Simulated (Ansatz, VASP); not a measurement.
# TaN in VASP and in Ansatz

INCAR

```
PREC = Accurate
ENCUT = 520
EDIFF = 1E-8
ISMEAR = -1
SIGMA = 0.03
LREAL = False
LASPH = True
NELM = 100
ALGO = Normal
ISIF = 2
LWAVE = False
LCHARG = False
GGA = PE
LEFG = True
NBANDS = 33
```

File KPOINTS:

```
Automatic mesh
0
Gamma
  5 5 8
```

Contents of POSCAR:

```
TaN
1.0
    5.0294492781      0.0000000000      0.0000000000
   -2.5147246391      4.3556308419      0.0000000000
    0.0000000000      0.0000000000      2.9080000000
Ta N
3 3
Direct
    0.0000000000      0.0000000000      0.0000000000
    0.3333333333      0.6666666667      0.5000000000
    0.6666666667      0.3333333333      0.5000000000
    0.5000000000      0.0000000000      0.0000000000
    0.5000000000      0.5000000000      0.0000000000
    0.0000000000      0.5000000000      0.0000000000
```

Input for Ansatz:

```yaml
crystal:
  lattice:
    - [5.0294492781, 0.0, 0.0]
    - [-2.5147246391, 4.3556308419, 0.0]
    - [0.0, 0.0, 2.908]
  atoms:
    - { symbol: Ta, position: [0.0, 0.0, 0.0] }
    - { symbol: Ta, position: [0.3333333333, 0.6666666667, 0.5] }
    - { symbol: Ta, position: [0.6666666667, 0.3333333333, 0.5] }
    - { symbol: "N", position: [0.5, 0.0, 0.0] }
    - { symbol: "N", position: [0.5, 0.5, 0.0] }
    - { symbol: "N", position: [0.0, 0.5, 0.0] }
kpoints:
  mp_grid: { grid: [5, 5, 8] }
scf:
  occupations: { method: fermi_dirac, width: 0.03 }
hamiltonian:
  xc: pbe
  pseudopotentials: { kind: paw }
output:
  forces: true
  stress: true
  eigenvalues: true
  efg: { contact_densities: true }
```

Change from the starting cell: equal xx and yy strain of -3 %, PAW files.

Alike in both runs: task electric field gradients; functional PBE; k mesh 5 × 5 × 8; occupations fermi-dirac, width 0.03 eV; no spin polarisation.

|  | VASP | Ansatz |
| --- | --- | --- |
| version | VASP 6.6.1 | Ansatz 0.2.0 |
| potentials or method | VASP PAW PBE potentials, release 64 (Ta_pv, N) | PAW with Ansatz's default frozen-core files, scalar-relativistic |
| plane-wave cutoff (eV) | 520 | 420 |
| valence electrons in the cell | 48 | 54 |

```tsv
	VASP	Ansatz	Ansatz less VASP
pressure (GPa)	32.4	31.3	-1.19
traceless stress, the component that is largest in VASP (GPa)	-3.62	-3.93	-0.307
size of Vzz on the site where it differs most (V/Å²)	315.9	428.6	+112.72
```

Both programs put the cell under a high pressure, so it lies far from rest at this level. VASP's potentials hold 48 valence electrons a cell and Ansatz's 54, so a difference there can come from the potentials and not from the codes.

Spin-orbit coupling is off throughout.
